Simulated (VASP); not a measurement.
Input of a VASP 6.6.1 run:

File INCAR:

```
SYSTEM = SbOs
ALGO = Normal
EDIFF = 1E-7
ENCUT = 520
ISIF = 2
ISMEAR = 0
LASPH = .True.
LCHARG = .False.
LREAL = .False.
LWAVE = .False.
NBANDS = 14
NELM = 100
PREC = Accurate
SIGMA = 0.05
```

The input KPOINTS:

```
k-points
0
Gamma
  12 12 12
  0 0 0
```

The input POSCAR:

```
SbOs
1.0
    0.0000000000      2.7136168850      2.7136168850
    2.7136168850      0.0000000000      2.7136168850
    2.7136168850      2.7136168850      0.0000000000
Os Sb
1 1
Direct
    0.5000000000      0.5000000000      0.5000000000
    0.0000000000      0.0000000000      0.0000000000
```

Potentials or basis: VASP PAW LDA potentials, release 64 (Os, Sb).

The run is started by

```bash
$ cat potpaw_LDA.64/Os/POTCAR potpaw_LDA.64/Sb/POTCAR > POTCAR
$ mpirun -np 1 vasp_std > vasp.out
```

(1) What does it give for the pressure?

## Answers

(1) -8.7 GPa.
